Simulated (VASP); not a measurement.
A run of VASP 6.6.1:

File POSCAR:

```
V
1.0
    0.0000000000      1.9249752717      1.9249752717
    1.9249752717      0.0000000000      1.9249752717
    1.9249752717      1.9249752717      0.0000000000
V
1
Direct
    0.0000000000      0.0000000000      0.0000000000
```

Contents of INCAR.step1:

```
PREC = Accurate
ENCUT = 520
ISMEAR = -1
SIGMA = 0.05
LREAL = False
LASPH = True
NELM = 150
ISPIN = 2
MAGMOM = 1
LMAXMIX = 4
NBANDS = 16
GGA = PE
ALGO = Normal
EDIFF = 1E-4
LWAVE = True
LCHARG = False
```

INCAR.step2

```
PREC = Accurate
ENCUT = 520
EDIFF = 1E-7
ISMEAR = -1
SIGMA = 0.05
LREAL = False
LASPH = True
NELM = 150
ALGO = Normal
ISIF = 2
LWAVE = False
LCHARG = False
ISPIN = 2
MAGMOM = 1
LORBIT = 11
LMAXMIX = 4
METAGGA = R2SCAN
LMIXTAU = True
NBANDS = 16
ISTART = 1
```

The input KPOINTS:

```
Automatic mesh
0
Gamma
  16 16 16
```

Potentials or basis: VASP PAW PBE potentials, release 64 (V_sv).

Launch:

```sh
$ cat potpaw_PBE.64/V_sv/POTCAR > POTCAR
$ cp INCAR.step1 INCAR
$ mpirun -np 1 vasp_std > vasp.out
$ cp INCAR.step2 INCAR
$ mpirun -np 1 vasp_std > vasp.out
```

Hardware: 1 thread of AMD EPYC 7R13 Processor (Zen 3), on a shared host.

Q: How long does it take, and how much memory?

A: Run time: 3.7 min on 1 thread of AMD EPYC 7R13 Processor (Zen 3), on a shared host, peak memory 0.14 GiB. Counts: k points 145.
